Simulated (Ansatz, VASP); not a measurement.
## One calculation of WS2, two programs

```xyz
6
Lattice="3.1180 0.0000 0.0000 -1.5590 2.7003 0.0000 0.0000 0.0000 12.5828" Properties=species:S:1:pos:R:3 pbc="T T T"
W     0.0000    1.8002    3.1457
W     1.5590    0.9001    9.4371
S     0.0000    1.8002    7.8837
S     1.5590    0.9001    1.5923
S     0.0000    1.8002   10.9905
S     1.5590    0.9001    4.6991
```

Alike in both runs: task single point; functional PBEsol; k mesh 12 × 12 × 2; occupations gaussian, width 0.05 eV; no spin polarisation.

|  | VASP | Ansatz |
| --- | --- | --- |
| version | VASP 6.6.1 | Ansatz 0.2.0 |
| potentials or method | VASP PAW PBE potentials, release 64 (W_sv, S), cutoff 520 eV | scalar-relativistic, plane waves, PAW |
| valence electrons in the cell | 52 | 52 |

```tsv
	VASP	Ansatz	Ansatz less VASP
gap on the k mesh at the Fermi level (eV)	1.10	1.08	-0.015
least direct gap on the mesh (eV)	1.93	1.93	-0.004
pressure (GPa)	4.9	4.8	-0.11
traceless stress, the component that is largest in VASP (GPa)	0.29	0.27	-0.019
rms of the force components (eV/Å)	0.253	0.243	-0.0096
```

VASP's potentials were made for PBE, not for PBEsol, and Ansatz warns of the same on its side. Atom by atom the forces differ by 0.010 eV/Å (rms over components).

Spin-orbit coupling is off throughout.
